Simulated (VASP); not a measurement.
Write the native input for VASP 6.6.1 that does the following.

```
Task                   : single point
Functional             : PBE
Dispersion             : D3(BJ)
Potentials or basis    : VASP PAW PBE potentials, release 64 (Te, Mo_sv)
Cutoff                 : 520 eV
k mesh                 : 9 × 9 × 2
Occupations            : gaussian, width 0.05 eV
Spin                   : no spin polarisation
Dipole correction      : no
Further INCAR settings : ALGO = Normal; EDIFF = 1e-06; NBANDS = 35
```

The structure of Te2Mo lies in POSCAR:

```
Te2Mo
1.0
    3.4971168434      0.0000000000      0.0000000000
   -1.7485584217      3.0285920264      0.0000000000
    0.0000000000      0.0000000000     13.7100447864
Te Mo
4 2
Direct
    0.3333333333      0.6666666667      0.1174002796
    0.6666666667      0.3333333333      0.5343863119
    0.6666666667      0.3333333333      0.8825997204
    0.3333333333      0.6666666667      0.3824629750
    0.3333333333      0.6666666667      0.7500692155
    0.6666666667      0.3333333333      0.2499307845
```

This cell differs from its parent crystal: atom 2 (Te) moved by +0.000 Å along [1 0 0] and -1.140 Å along [0 0 1].

These files were run (other wordings do the same):

INCAR

```
PREC = Accurate
ENCUT = 520
EDIFF = 1E-6
ISMEAR = 0
SIGMA = 0.05
LREAL = False
LASPH = True
NELM = 60
ALGO = Normal
ISIF = 2
LWAVE = False
LCHARG = False
GGA = PE
IVDW = 12
NBANDS = 35
```

KPOINTS

```
Automatic mesh
0
Gamma
  9 9 2
```

Potentials or basis: VASP PAW PBE potentials, release 64 (Te, Mo_sv).

The run is started by

```console
$ cat potpaw_PBE.64/Te/POTCAR potpaw_PBE.64/Mo_sv/POTCAR > POTCAR
$ mpirun -np 1 vasp_std > vasp.out
```

It gave:

| Item | Value |
| --- | --- |
| Pressure | -0.9 GPa |
| Largest force | 5.077 eV/Å |
| Band gap on the k mesh | zero (bands 26 and 27 overlap by 0.57 eV) |
| Dispersion energy per atom | -0.590 eV |

Caveat: the cell differs from its parent crystal (atom 2 (Te) moved by +0.000 Å along [1 0 0] and -1.140 Å along [0 0 1]); spin-orbit coupling is left out, which moves the levels of the heavy elements; forces of over 1 eV/Å act on the atoms, so gaps and moduli don't describe the material at rest.

It took 4.3 min on 1 thread of Intel Xeon 8259CL (shared host), peak memory 0.35 GiB.
